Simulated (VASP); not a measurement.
Input of a VASP 6.6.1 run:

INCAR

```
SYSTEM = Li
PREC = Accurate
ENCUT = 520
EDIFF = 1E-6
ISMEAR = 0
SIGMA = 0.15
LREAL = .FALSE.
LASPH = .TRUE.
NELM = 80
ALGO = Normal
ISIF = 2
LWAVE = .FALSE.
LCHARG = .TRUE.
GGA = PS
LELF = .TRUE.
LVHAR = .TRUE.
NBANDS = 10
```

KPOINTS

```
regular mesh
0
G
  18 18 10
  0 0 0
```

The input POSCAR:

```
Li
1.0
    2.9865620655      0.0000000000      0.0000000000
   -1.4932810328      2.5864386187      0.0000000000
    0.0000000000      0.0000000000      5.5004400000
Li
2
Direct
    0.3333333333      0.6666666667      0.2500000000
    0.6666666667      0.3333333333      0.7500000000
```

Potentials or basis: VASP PAW PBE potentials, release 64 (Li_sv).

The run is started by

```sh
$ cat potpaw_PBE.64/Li_sv/POTCAR > POTCAR
$ mpirun -np 1 vasp_std > vasp.out
```

(1) What does it give for the band gap on the k mesh?

## Answers

(1) zero (bands 3 and 4 overlap by 5.00 eV).

Caveat: the cell differs from its parent crystal (strain -0.040 along x and y, +0.080 along z).
